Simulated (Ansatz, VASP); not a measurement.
# Two plane-wave programs on Mn

```
Mn
1.0
     2.47915    0.00000    0.00000
    -1.23958    2.14701    0.00000
     0.00000    0.00000    4.02536
Mn
2
Direct
  0.33333 0.66667 0.25000
  0.66667 0.33333 0.75000
```

Alike in both runs: functional PBE; k mesh 12 × 12 × 6; occupations gaussian, width 0.1 eV; no spin polarisation.

Ansatz relaxed the structure, and its values are those at the end. VASP's run is a single point on that final structure, the one shown.

```csv
,VASP,Ansatz
version,VASP 6.6.1,Ansatz 0.2.0
potentials or method,"VASP PAW PBE potentials, release 64 (Mn_sv), cutoff 600 eV","scalar-relativistic, plane waves, PAW"
valence electrons in the cell,30,30
```

|  | VASP | Ansatz | Ansatz less VASP |
| --- | --- | --- | --- |
| gap on the k mesh at the Fermi level (eV) | none | none | - |
| pressure (GPa) | -3.6 | 0.0 | +3.65 |

A gap of «none» marks a metal or a gap that the smearing closes.
